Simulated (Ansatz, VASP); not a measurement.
In3Sb in VASP and in Ansatz

```xyz
4
Lattice="4.6739 0.0000 0.0000 0.0000 4.6739 0.0000 0.0000 0.0000 4.6739" Properties=species:S:1:pos:R:3 pbc="T T T"
In    2.3370    2.3370    0.0000
In    2.3370    0.0000    2.3370
In    0.0000    2.3370    2.3370
Sb    0.0000    0.0000    0.0000
```

Alike in both runs: task single point; functional LDA; k mesh 10 × 10 × 10; occupations gaussian, width 0.15 eV; no spin polarisation.

|  | VASP | Ansatz |
| --- | --- | --- |
| version | VASP 6.6.1 | Ansatz 0.2.0 |
| potentials or method | VASP PAW LDA potentials, release 64 (In_d, Sb), cutoff 520 eV | scalar-relativistic, plane waves, PAW |
| valence electrons in the cell | 44 | 54 |

|  | VASP | Ansatz | Ansatz less VASP |
| --- | --- | --- | --- |
| gap on the k mesh at the Fermi level (eV) | none | none | - |
| pressure (GPa) | 0.0 | 0.0 | -0.06 |

Ansatz warns that its potentials were made for another functional, while VASP's fit it. LDA's correlation is that of Perdew and Zunger in VASP and of Perdew and Wang (1992) in Ansatz. A gap of «none» marks a metal or a gap that the smearing closes. VASP's potentials hold 44 valence electrons a cell and Ansatz's 54, so a difference there can come from the potentials and not from the codes.

Neither program's run includes spin-orbit coupling.
